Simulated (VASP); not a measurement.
# Sr (Im-3m) in VASP: further runs

Sr is run at these levels: PBE; tasks: single point, relaxation of cell and atoms.

Program: VASP 6.6.1. These are calculated values, not measurements. Logs are shortened: lines on timing, memory, paths and dates and some standing lists are left out, and cuts for length are marked.

## 1. The cell of the first run

The structure is cubic, space group Im-3m (No. 229). Conventional cell: a = 4.757 Å, b = 4.757 Å, c = 4.757 Å, α = 90.00°, β = 90.00°, γ = 90.00°. Sr (site symmetry m-3m) has 14 Sr at 4.12 to 4.76 Å within 5.4 Å.

This isn't the form of Sr at room conditions, which is fcc.

## 2. Single point, PBE

File INCAR:

```
PREC = Accurate ; ENCUT = 520
EDIFF = 1E-6 ; ISMEAR = 0
SIGMA = 0.1 ; LREAL = F
LASPH = T ; NELM = 100
ALGO = Fast ; ISIF = 2
LWAVE = F ; LCHARG = T
GGA = PE ; LELF = T
LVHAR = T ; NBANDS = 11
```

File KPOINTS:

```
Automatic mesh
0
Gamma
  16 16 16
```

File POSCAR:

```
Sr
1.0
   -2.3784167933      2.3784167933      2.3784167933
    2.3784167933     -2.3784167933      2.3784167933
    2.3784167933      2.3784167933     -2.3784167933
Sr
1
Direct
    0.0000000000      0.0000000000      0.0000000000
```

Potentials or basis: VASP PAW PBE potentials, release 64 (Sr_sv).

On the command line:

```
$ cat potpaw_PBE.64/Sr_sv/POTCAR > POTCAR
$ mpirun -np 1 vasp_std > vasp.out
```

OUTCAR:

```text
PREC = Accurate
   ENCUT = 520
   EDIFF = 1E-6
   ISMEAR = 0
   LREAL = F
   LASPH = T
   NELM = 100
   ISIF = 2
   GGA = PE

 ion  position               nearest neighbor table
   1  0.000  0.000  0.000-

  LATTYP: Found a body centered cubic cell.
 ALAT       =     4.7568335866

  Lattice vectors:

 A1 = (  -2.3784167933,   2.3784167933,   2.3784167933)
 A2 = (   2.3784167933,  -2.3784167933,   2.3784167933)
 A3 = (   2.3784167933,   2.3784167933,  -2.3784167933)

Analysis of symmetry for initial positions (statically):
=====================================================================
 Subroutine PRICEL returns:
 Original cell was already a primitive cell.

 Routine SETGRP: Setting up the symmetry group for a
 body centered cubic supercell.

 Subroutine GETGRP returns: Found 48 space group operations
 (whereof 48 operations were pure point group operations)
 out of a pool of 48 trial point group operations.

The static configuration has the point symmetry O_h .

Analysis of symmetry for dynamics (positions and initial velocities):
=====================================================================
 Subroutine PRICEL returns:
 Original cell was already a primitive cell.

 Routine SETGRP: Setting up the symmetry group for a
 body centered cubic supercell.

 Subroutine GETGRP returns: Found 48 space group operations
 (whereof 48 operations were pure point group operations)
 out of a pool of 48 trial point group operations.

The dynamic configuration has the point symmetry O_h .

 Subroutine INISYM returns: Found 48 space group operations
 (whereof 48 operations are pure point group operations),
 and found     1 'primitive' translations

----------------------------------------------------------------------------------------

                                     Primitive cell

  volume of cell :      53.8175

  direct lattice vectors                    reciprocal lattice vectors
    -2.378416793  2.378416793  2.378416793     0.000000000  0.210223877  0.210223877
     2.378416793 -2.378416793  2.378416793     0.210223877  0.000000000  0.210223877
     2.378416793  2.378416793 -2.378416793     0.210223877  0.210223877  0.000000000

  length of vectors
     4.119538728  4.119538728  4.119538728     0.297301458  0.297301458  0.297301458

  position of ions in fractional coordinates (direct lattice)
     0.000000000  0.000000000  0.000000000

  ion indices of the primitive-cell ions
   primitive index   ion index
                 1           1

----------------------------------------------------------------------------------------

 KPOINTS: Automatic mesh

Automatic generation of k-mesh.
 Grid dimensions read from file:
 generate k-points for:   16   16   16

 Generating k-lattice:

  Cartesian coordinates                     Fractional coordinates (reciprocal lattice)
     0.000000000  0.013138992  0.013138992     0.062500000  0.000000000  0.000000000
     0.013138992  0.000000000  0.013138992     0.000000000  0.062500000  0.000000000
     0.013138992  0.013138992  0.000000000     0.000000000  0.000000000  0.062500000

  Length of vectors
     0.018581341  0.018581341  0.018581341

  Shift w.r.t. Gamma in fractional coordinates (k-lattice)
     0.000000000  0.000000000  0.000000000

 Subroutine IBZKPT returns following result:
 ===========================================

 Found    145 irreducible k-points:

 Following reciprocal coordinates:
            Coordinates               Weight
  0.000000  0.000000  0.000000      1.000000
  0.062500  0.000000  0.000000     12.000000
  0.125000  0.000000  0.000000     12.000000
  0.187500  0.000000  0.000000     12.000000
  0.250000  0.000000  0.000000     12.000000
  0.312500  0.000000  0.000000     12.000000
[... 16 lines left out ...]
  0.187500  0.187500  0.000000     24.000000
  0.250000  0.187500  0.000000     48.000000
 [... further k-points ...]
   k-points           NKPTS =    145   k-points in BZ     NKDIM =    145   number of bands    NBANDS=     11
   number of dos      NEDOS =    301   number of ions     NIONS =      1
   total plane-waves  NPLWV =  32768
   dimension x,y,z NGX =    32 NGY =   32 NGZ =   32
   dimension x,y,z NGXF=    64 NGYF=   64 NGZF=   64
   ions per type =               1
   NGX,Y,Z   is equivalent  to a cutoff of  12.91, 12.91, 12.91 a.u.
   NGXF,Y,Z  is equivalent  to a cutoff of  25.83, 25.83, 25.83 a.u.
 SYSTEM =  unknown system
   PREC   = accura    normal or accurate (medium, high low for compatibility)
   ISTART =      0    job   : 0-new  1-cont  2-samecut
   ICHARG =      2    charge: 1-file 2-atom 10-const
   ISPIN  =      1    spin polarized calculation?
   LNONCOLLINEAR =      F non collinear calculations
   LSORBIT =      F    spin-orbit coupling
   LASPH  =      T    aspherical Exc in radial PAW
   ENCUT  =  520.0 eV  38.22 Ry    6.18 a.u.   7.66  7.66  7.66*2*pi/ulx,y,z
   NELM   =    100;   NELMIN=  2; NELMDL= -5     # of ELM steps
   EDIFF  = 0.1E-05   stopping-criterion for ELM
   LREAL  =      F    real-space projection
   EDIFFG = 0.1E-04   stopping-criterion for IOM
   NSW    =      0    number of steps for IOM
   IBRION =     -1    ionic relax: 0-MD 1-quasi-New 2-CG
   NFREE  =      0    steps in history (QN), initial steepest desc. (CG)
   ISIF   =      2    stress and relaxation
   ISYM   =      2    0-nonsym 1-usesym 2-fastsym
   POTIM  = 0.5000    time-step for ionic-motion
   TEBEG  =    0.0;   TEEND  =   0.0 temperature during run
   PSTRESS=    0.0 pullay stress
   NELECT =      10.0000    total number of electrons
   NUPDOWN=      -1.0000    fix difference up-down
   EMIN   =  10.00;   EMAX   =-10.00  energy-range for DOS
   EFERMI =   0.00;   METHOD = LEGACY
   ISMEAR =     0;   SIGMA  =   0.10  broadening in eV -4-tet -1-fermi 0-gaus
   EFERMI_NEDOS =   21; number of points for ismear=-14 and -15
   IALGO  =     68    algorithm
   IMIX   =      4    mixing-type and parameters
     AMIX     =   0.40;   BMIX     =  1.00
     AMIX_MAG =   1.60;   BMIX_MAG =  1.00
  volume/ion in A,a.u.               =      53.82       363.18
  Fermi-wavevector in a.u.,A,eV,Ry     =   0.934186  1.765356 11.873862  0.872704
  Thomas-Fermi vector in A             =   2.060965
   LORBIT       =      0    0 simple, 1 ext, 2 COOP (PROOUT), +10 PAW based schemes
   GGA     = PE    functional components
   LHFCALC =     F    Hartree Fock is set to
   AEXX    =    0.0000 exact exchange contribution
   IVDW    =     0    specifies the selected vdW correction
   LEPSILON=     F    determine dielectric tensor
   LRPA    =     F    only Hartree local field effects (RPA)
 non-spin polarized calculation
 RMM-DIIS sequential band-by-band and
 Gauss-broadening in eV      SIGMA  =   0.10
  energy-cutoff  :      520.00
  volume of cell :       53.82
 maximum number of plane-waves:      1481
   NGX = 15   NGY = 15   NGZ = 15

 number of electron      10.0000000 magnetization

 Free energy of the ion-electron system (eV)
  ---------------------------------------------------
  ext. energy  EPLUGINS =         0.00000000
  ---------------------------------------------------
  free energy    TOTEN  =        -1.63493982 eV

  energy without entropy =       -1.62970575  energy(sigma->0) =       -1.63232278

 E-fermi :   1.6678     XC(G=0):  -7.4134

 val. band max:        1.6576904305   @ k =  -0.4375  -0.4375   0.2500
 cond. band min:       1.6772312079   @ k =   0.5000   0.5000   0.2500
 fundamental gap:      0.0195407774
 Fermi energy:         1.6678314012

 k-point     1 :       0.0000    0.0000    0.0000
  band No.  band energies     occupation
      1     -34.9121      2.00000
      2     -16.7941      2.00000
      3     -16.7941      2.00000
      4     -16.7941      2.00000
      5      -2.0133      2.00000
      6       4.0625      0.00000
      7       4.0625      0.00000
      8       4.0625      0.00000
      9       5.4072      0.00000
     10       5.4072      0.00000
     11       9.8154      0.00000

 k-point     2 :       0.0625    0.0000    0.0000
  band No.  band energies     occupation
      1     -34.9114      2.00000
      2     -16.8025      2.00000
      3     -16.7969      2.00000
      4     -16.7941      2.00000
      5      -1.9451      2.00000
      6       4.0000      0.00000
      7       4.0227      0.00000
      8       4.1286      0.00000
      9       5.3074      0.00000
     10       5.4029      0.00000
     11       9.8974      0.00000

 k-point     3 :       0.1250    0.0000    0.0000
  band No.  band energies     occupation
      1     -34.9096      2.00000
      2     -16.8264      2.00000
      3     -16.8046      2.00000
      4     -16.7941      2.00000
      5      -1.7442      2.00000
      6       3.8338      0.00000
      7       3.8596      0.00000
      8       4.3254      0.00000
      9       5.1417      0.00000
     10       5.3982      0.00000
     11      10.0505      0.00000

 k-point     4 :       0.1875    0.0000    0.0000
  band No.  band energies     occupation
      1     -34.9069      2.00000
      2     -16.8617      2.00000
      3     -16.8162      2.00000
      4     -16.7942      2.00000
      5      -1.4222      2.00000
      6       3.5328      0.00000
      7       3.6117      0.00000
      8       4.6480      0.00000
      9       5.0936      0.00000
     10       5.4127      0.00000
     11      10.0370      0.00000
[... 239 lines left out ...]
 k-point    22 :       0.4375    0.1250    0.0000
  band No.  band energies     occupation
      1     -34.8946      2.00000
      2     -16.9970      2.00000
      3     -16.8748      2.00000
      4     -16.8057      2.00000
      5       0.8546      2.00000
      6       1.8853      0.00210
      7       2.7873      0.00000
      8       5.1028      0.00000
      9       5.9097      0.00000
     10       7.2347      0.00000
     11       7.2692      0.00000

 k-point    23 :       0.1875    0.1875    0.0000
  band No.  band energies     occupation
      1     -34.8997      2.00000
      2     -16.9394      2.00000
      3     -16.8452      2.00000
      4     -16.8092      2.00000
      5      -0.3739      2.00000
      6       2.7272      0.00000
      7       3.0562      0.00000
      8       4.9969      0.00000
      9       5.6824      0.00000
     10       5.8200      0.00000
     11       8.5572      0.00000

 k-point    24 :       0.2500    0.1875    0.0000
  band No.  band energies     occupation
      1     -34.8971      2.00000
      2     -16.9611      2.00000
      3     -16.8631      2.00000
      4     -16.8119      2.00000
      5       0.1280      2.00000
      6       2.4297      0.00000
      7       2.8726      0.00000
      8       5.0985      0.00000
      9       5.7655      0.00000
     10       6.2203      0.00000
     11       7.9457      0.00000

 [... further k-points ...]

------------------------ aborting loop because EDIFF is reached ----------------------------------------

  FORCE on cell =-STRESS in cart. coord.  units (eV):
  Direction    XX          YY          ZZ          XY          YZ          ZX
  --------------------------------------------------------------------------------------
  -------------------------------------------------------------------------------------
  Total        0.0031747      0.0031747      0.0031747     -0.0000000      0.0000000      0.0000000
  in kB        0.0945138      0.0945138      0.0945138     -0.0000000      0.0000000      0.0000000
  external PRESSURE =       0.0945138 kB  Pullay stress =       0.0000000 kB

 VOLUME and BASIS-vectors are now :
 -----------------------------------------------------------------------------
  energy-cutoff  :      520.00
  volume of cell :       53.82
      direct lattice vectors                 reciprocal lattice vectors
    -2.378416793  2.378416793  2.378416793     0.000000000  0.210223877  0.210223877
     2.378416793 -2.378416793  2.378416793     0.210223877  0.000000000  0.210223877
     2.378416793  2.378416793 -2.378416793     0.210223877  0.210223877  0.000000000

 POSITION                                       TOTAL-FORCE (eV/Angst)
 -----------------------------------------------------------------------------------
      0.00000      0.00000      0.00000        -0.000000      0.000000      0.000000
 -----------------------------------------------------------------------------------
    total drift:                                0.000000      0.000000     -0.000000

  FREE ENERGIE OF THE ION-ELECTRON SYSTEM (eV)
  ---------------------------------------------------
  free  energy   TOTEN  =        -1.6349398161 eV

  energy  without entropy=       -1.6297057463  energy(sigma->0) =       -1.63232278
```

Wall time 26 s (1 thread of Intel Xeon 6975P-C (Granite Rapids), shared host); peak memory 0.23 GiB.

What came out:

```
Free energy            : -1.6349 eV
Pressure               : 0.0 GPa
Band gap on the k mesh : zero (bands 5 and 6 overlap by 0.52 eV)
```

## 3. Relaxation of cell and atoms, PBE

This run uses another cell than the first one, of 53.01 Å³/atom.

File INCAR:

```
SYSTEM = Sr
PREC = Accurate
ENCUT = 600
EDIFF = 1E-6
ISMEAR = 0
SIGMA = 0.1
LREAL = .FALSE.
LASPH = .TRUE.
NELM = 100
ALGO = Normal
ISIF = 3
LWAVE = .FALSE.
LCHARG = .FALSE.
GGA = PE
IBRION = 2
NSW = 100
EDIFFG = -0.01
```

File KPOINTS:

```
regular mesh
0
G
  16 16 16
  0 0 0
```

File POSCAR:

```
Sr
1.0
   -2.3664445005      2.3664445005      2.3664445005
    2.3664445005     -2.3664445005      2.3664445005
    2.3664445005      2.3664445005     -2.3664445005
Sr
1
Direct
    0.0000000000      0.0000000000      0.0000000000
```

Potentials or basis: VASP PAW PBE potentials, release 64 (Sr_sv).

On the command line:

```
$ cat potpaw_PBE.64/Sr_sv/POTCAR > POTCAR
$ mpirun -np 1 vasp_std > vasp.out
```

It took 70 s on 1 thread of Intel Xeon 6975P-C (Granite Rapids), shared host; peak memory 0.27 GiB.

The run converged. Its results:

```
Free energy                           : -1.6349 eV
Relaxed volume                        : 53.79 Å³/atom
Relaxed cell                          : a = 4.119 Å, b = 4.119 Å, c = 4.119 Å, α = 109.47°, β = 109.47°, γ = 109.47°
Space group after relaxing (to 0.1 Å) : Im-3m (No. 229)
Energy gained by relaxing             : 0.5 meV/atom
Ionic steps                           : 3
Pressure after relaxing               : 0.0 GPa
Band gap on the k mesh                : zero (bands 5 and 6 overlap by 0.52 eV)
```

The path:
```tsv
step	energy change (eV)	largest force (eV/Å)	pressure (GPa)	volume (Å³)
1	0.0000	0.0000	0.19	53.01
2	-0.0004	0.0000	0.08	53.50
3	-0.0005	0.0000	0.02	53.79
```

Final structure:
```cif
data_structure
_symmetry_space_group_name_H-M 'P 1'
_symmetry_Int_Tables_number 1
_cell_length_a 4.1188
_cell_length_b 4.1188
_cell_length_c 4.1188
_cell_angle_alpha 109.471
_cell_angle_beta 109.471
_cell_angle_gamma 109.471
_cell_volume 53.79
loop_
_atom_site_label
_atom_site_type_symbol
_atom_site_fract_x
_atom_site_fract_y
_atom_site_fract_z
_atom_site_occupancy
Sr1 Sr 0.00000 0.00000 0.00000 1
```

Levels at points of the mesh, in eV from the Fermi level:
```tsv
k point	band 1	band 2	band 3	band 4	band 5	band 6	band 7	band 8	band 9
(0.00, 0.00, 0.00)	-36.58	-18.46	-18.46	-18.46	-3.68	2.40	2.40	2.40	3.74
(0.50, 0.00, 0.00)	-36.56	-18.67	-18.53	-18.46	-1.02	0.25	1.21	3.57	4.25
(0.50, 0.50, 0.50)	-36.55	-18.61	-18.61	-18.61	-0.17	-0.17	3.70	3.70	3.70
```
